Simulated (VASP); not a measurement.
Set up this calculation in VASP 6.6.1, as the native input.

* Task: single point
* Functional: LDA
* Potentials or basis: VASP PAW LDA potentials, release 64 (Ti_sv, Ni)
* Cutoff: 520 eV
* k mesh: 10 × 10 × 10
* Occupations: gaussian, width 0.1 eV
* Spin: no spin polarisation
* Dipole correction: no
* Further INCAR settings: ALGO = Normal; EDIFF = 1e-06; NBANDS = 31

The structure of Ti3Ni lies in POSCAR:

```
Ti3Ni
1.0
    3.9408144039      0.0000000000      0.0000000000
    0.0000000000      3.9408144039      0.0000000000
    0.0000000000      0.0000000000      3.9408144039
Ti Ni
3 1
Direct
    0.0000000000      0.5000000000      0.5000000000
    0.5000000000      0.0000000000      0.5000000000
    0.5000000000      0.5000000000      0.0000000000
    0.0000000000      0.0000000000      0.0000000000
```

One way to write it, as run:

INCAR

```
  PREC = Accurate
  ENCUT = 520
  EDIFF = 1E-6
  ISMEAR = 0
  SIGMA = 0.1
  LREAL = False
  LASPH = True
  NELM = 60
  ALGO = Normal
  ISIF = 2
  LWAVE = False
  LCHARG = False
  NBANDS = 31
```

KPOINTS

```
regular mesh
0
Gamma
  10 10 10
```

Potentials or basis: VASP PAW LDA potentials, release 64 (Ti_sv, Ni).

Command:

```console
$ cat potpaw_LDA.64/Ti_sv/POTCAR potpaw_LDA.64/Ni/POTCAR > POTCAR
$ mpirun -np 1 vasp_std > vasp.out
```

Results of the run:

| Quantity | Value |
| --- | --- |
| Pressure | -10.2 GPa |
| Band gap on the k mesh | zero (band 23 reaches 8.98 eV, above the bottom of band 24 at 8.26 eV) |

It took 78 s on 1 thread of Intel(R) Xeon(R) Platinum 8488C (Sapphire Rapids), with other jobs on the host, peak memory 0.2 GiB.
